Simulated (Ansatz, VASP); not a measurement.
## One calculation of Si2Ni, two programs

File INCAR:

```
SYSTEM = Si2Ni
PREC = Accurate ; ENCUT = 520
EDIFF = 1E-7 ; ISMEAR = 0
SIGMA = 0.15 ; LREAL = .False.
LASPH = .True. ; NELM = 80
ALGO = Normal ; ISIF = 2
LWAVE = .False. ; LCHARG = .False.
GGA = PS ; NBANDS = 16
```

File KPOINTS:

```
regular mesh
0
Gamma
  16 16 16
  0 0 0
```

Contents of POSCAR:

```
Si2Ni
1.0
    0.0000000000      2.6957048444      2.4800484568
    2.6957048444      0.0000000000      2.4800484568
    2.6957048444      2.6957048444      0.0000000000
Si Ni
2 1
Direct
    0.2500000000      0.2500000000      0.2500000000
    0.7500000000      0.7500000000      0.7500000000
    0.0000000000      0.0000000000      0.0000000000
```

Input for Ansatz:

```yaml
crystal:
  lattice:
    - [0.0, 2.6957048444, 2.4800484568]
    - [2.6957048444, 0.0, 2.4800484568]
    - [2.6957048444, 2.6957048444, 0.0]
  atoms:
    - { symbol: Si, position: [0.25, 0.25, 0.25] }
    - { symbol: Si, position: [0.75, 0.75, 0.75] }
    - { symbol: Ni, position: [0.0, 0.0, 0.0] }
basis:
  ecutwfc: 420
kpoints:
  mp_grid: { grid: [16, 16, 16] }
hamiltonian:
  xc: pbesol
scf:
  occupations: { method: gaussian, width: 0.15 }
output:
  forces: true
  stress: true
  eigenvalues: true
```

Change from the starting cell: strain +0.000 along x and y, -0.080 along z, atoms carried along.

Alike in both runs: task single point; functional PBEsol; k mesh 16 × 16 × 16; occupations gaussian, width 0.15 eV; no spin polarisation.

|  | VASP | Ansatz |
| --- | --- | --- |
| version | VASP 6.6.1 | Ansatz 0.2.0 |
| potentials or method | VASP PAW PBE potentials, release 64 (Si, Ni), cutoff 520 eV | scalar-relativistic, plane waves, PAW |
| valence electrons in the cell | 18 | 26 |

VASP gave:

```
gap on the k mesh at the Fermi level (eV)                     : none
pressure (GPa)                                                : 15.9
traceless stress, the component that is largest in VASP (GPa) : 3.95
```

Question: Estimate Ansatz's values.

Answer: gap on the k mesh at the Fermi level (eV): none; pressure (GPa): 15.9; traceless stress, the component that is largest in VASP (GPa): 3.96.

VASP's potentials were made for PBE, not for PBEsol. A gap of «none» marks a metal or a gap that the smearing closes. With one functional, cell and mesh, what is left measures potentials, basis and numerics. VASP's potentials hold 18 valence electrons a cell and Ansatz's 26, so a difference there can come from the potentials and not from the codes.
